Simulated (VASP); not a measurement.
A run of VASP 6.6.1:

Contents of INCAR:

```
PREC = Accurate ; ENCUT = 600
EDIFF = 1E-6 ; ISMEAR = 0
SIGMA = 0.01 ; LREAL = F
LASPH = T ; NELM = 120
ALGO = Normal ; ISIF = 2
LWAVE = F ; LCHARG = F
GGA = PE ; NBANDS = 11
GGA_COMPAT = F
```

The input KPOINTS:

```
regular mesh
0
Gamma
  14 14 14
```

POSCAR

```
C
1.0
    0.0000000000      1.7834000000      1.7834000000
    1.7834000000      0.0000000000      1.7834000000
    1.7834000000      1.7834000000      0.0000000000
C
2
Direct
    0.5000000000      0.5000000000      0.5000000000
    0.7500000000      0.7500000000      0.7500000000
```

Potentials or basis: VASP PAW PBE potentials, release 64 (C).

Command:

```bash
$ cat potpaw_PBE.64/C/POTCAR > POTCAR
$ mpirun -np 1 vasp_std > vasp.out
```

Hardware: 1 thread of AMD EPYC 9R45 96-Core Processor (Zen 5), with other jobs on the host.

Problem. How long does it take, and how much memory?

Solution. It took 7.2 s on 1 thread of AMD EPYC 9R45 96-Core Processor (Zen 5), with other jobs on the host, peak memory 0.09 GiB. Counts: scf iterations 11, k points 104.
